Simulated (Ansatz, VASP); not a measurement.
One calculation of MgO, two programs

```
Mg O
1.0
     3.00792    0.00000    0.00000
     0.00000    3.00792    0.00000
     0.00000    0.00000   25.63461
Mg O
6 6
Direct
  0.50000 0.50000 0.29257
  0.00000 0.00000 0.37554
  0.50000 0.50000 0.45851
  0.00000 0.00000 0.54149
  0.50000 0.50000 0.62446
  0.00000 0.00000 0.70743
  0.00000 0.00000 0.29257
  0.50000 0.50000 0.37554
  0.00000 0.00000 0.45851
  0.50000 0.50000 0.54149
  0.00000 0.00000 0.62446
  0.50000 0.50000 0.70743
```

Alike in both runs: task single point; functional PBE; k mesh 9 × 9 × 1; occupations gaussian, width 0.05 eV; no spin polarisation.

```csv
,VASP,Ansatz
version,VASP 6.6.1,Ansatz 0.2.0
potentials or method,"VASP PAW PBE potentials, release 64 (Mg, O), cutoff 520 eV","scalar-relativistic, plane waves, PAW"
valence electrons in the cell,48,96
```

```csv
,VASP,Ansatz,Ansatz less VASP
gap on the k mesh at the Fermi level (eV),3.27,3.30,+0.024
least direct gap on the mesh (eV),3.27,3.30,+0.024
rms of the force components (eV/Å),0.153,0.146,-0.0070
```

With one functional, cell and mesh, what is left measures potentials, basis and numerics. VASP's potentials hold 48 valence electrons a cell and Ansatz's 96, so a difference there can come from the potentials and not from the codes.
